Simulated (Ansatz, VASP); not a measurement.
**Two plane-wave programs on HfO2**

File INCAR:

```
SYSTEM = HfO2
  PREC = Accurate
  ENCUT = 520
  EDIFF = 1E-6
  ISMEAR = 0
  SIGMA = 0.05
  LREAL = .False.
  LASPH = .True.
  NELM = 60
  ALGO = Normal
  ISIF = 2
  LWAVE = .False.
  LCHARG = .False.
  GGA = PE
  NBANDS = 31
```

The input KPOINTS:

```
Automatic mesh
0
Gamma
  6 6 10
  0 0 0
```

Contents of POSCAR:

```
HfO2
1.0
    4.8135329900      0.0000000000      0.0000000000
    0.0000000000      4.8135329900      0.0000000000
    0.0000000000      0.0000000000      3.2054154100
Hf O
2 4
Direct
    0.0000000000      0.0000000000      0.0000000000
    0.5000000000      0.5000000000      0.5000000000
    0.1949551200      0.8050448800      0.5000000000
    0.3050448800      0.3050448800      0.0000000000
    0.6949551200      0.6949551200      0.0000000000
    0.8050448800      0.1949551200      0.5000000000
```

Input for Ansatz:

```yaml
crystal:
  lattice:
    - [4.81353299, 0.0, 0.0]
    - [0.0, 4.81353299, 0.0]
    - [0.0, 0.0, 3.20541541]
  atoms:
    - { symbol: Hf, position: [0.0, 0.0, 0.0] }
    - { symbol: Hf, position: [0.5, 0.5, 0.5] }
    - { symbol: O, position: [0.19495512, 0.80504488, 0.5] }
    - { symbol: O, position: [0.30504488, 0.30504488, 0.0] }
    - { symbol: O, position: [0.69495512, 0.69495512, 0.0] }
    - { symbol: O, position: [0.80504488, 0.19495512, 0.5] }
basis:
  ecutwfc: 420
  fft_grid_basis: typed
kpoints:
  mp_grid: { grid: [6, 6, 10] }
hamiltonian:
  xc: pbe
  pseudopotentials: { kind: paw }
scf:
  occupations: { method: gaussian, width: 0.05 }
output:
  forces: true
  stress: true
  eigenvalues: true
  bader: true
  write_density: true
  volumetric_format: npy
  elf: true
```

Alike in both runs: task single point; functional PBE; k mesh 6 × 6 × 10; occupations gaussian, width 0.05 eV; no spin polarisation.

|  | VASP | Ansatz |
| --- | --- | --- |
| version | VASP 6.6.1 | Ansatz 0.2.0 |
| potentials or method | VASP PAW PBE potentials, release 64 (Hf_pv, O), cutoff 520 eV | scalar-relativistic, plane waves, PAW |
| valence electrons in the cell | 44 | 76 |

```csv
,VASP,Ansatz,Ansatz less VASP
gap on the k mesh at the Fermi level (eV),3.98,4.04,+0.058
pressure (GPa),5.6,8.5,+2.94
"traceless stress, the component that is largest in VASP (GPa)",0.29,0.79,+0.492
rms of the force components (eV/Å),0.014,0.038,+0.0238
```

Atom by atom the forces differ by 0.024 eV/Å (rms over components). The functional is the same, so the differences come from potentials, cutoffs and numerics. VASP's potentials hold 44 valence electrons a cell and Ansatz's 76, so a difference there can come from the potentials and not from the codes.

Neither program's run includes spin-orbit coupling.
